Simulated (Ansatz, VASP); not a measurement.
ZrB2: VASP beside Ansatz

```
Zr B
1.0
     3.38741    0.00000    0.00000
    -1.69370    2.93358    0.00000
     0.00000    0.00000    3.34168
Zr B
1 2
Cartesian
  0.0000 0.0000 0.0000
  0.0000 1.9557 1.6708
  1.6937 0.9779 1.6708
```

Alike in both runs: task single point; functional LDA; k mesh 18 × 18 × 12; occupations gaussian, width 0.15 eV; no spin polarisation.

|  | VASP | Ansatz |
| --- | --- | --- |
| version | VASP 6.6.1 | Ansatz 0.2.0 |
| potentials or method | VASP PAW LDA potentials, release 64 (Zr_sv, B), cutoff 520 eV | scalar-relativistic, plane waves, PAW |
| valence electrons in the cell | 18 | 18 |

```csv
,VASP,Ansatz,Ansatz less VASP
gap on the k mesh at the Fermi level (eV),none,none,-
pressure (GPa),-23.8,-24.2,-0.38
"traceless stress, the component that is largest in VASP (GPa)",23.46,23.45,-0.014
```

LDA's correlation is that of Perdew and Zunger in VASP and of Perdew and Wang (1992) in Ansatz. A gap of «none» marks a metal or a gap that the smearing closes.
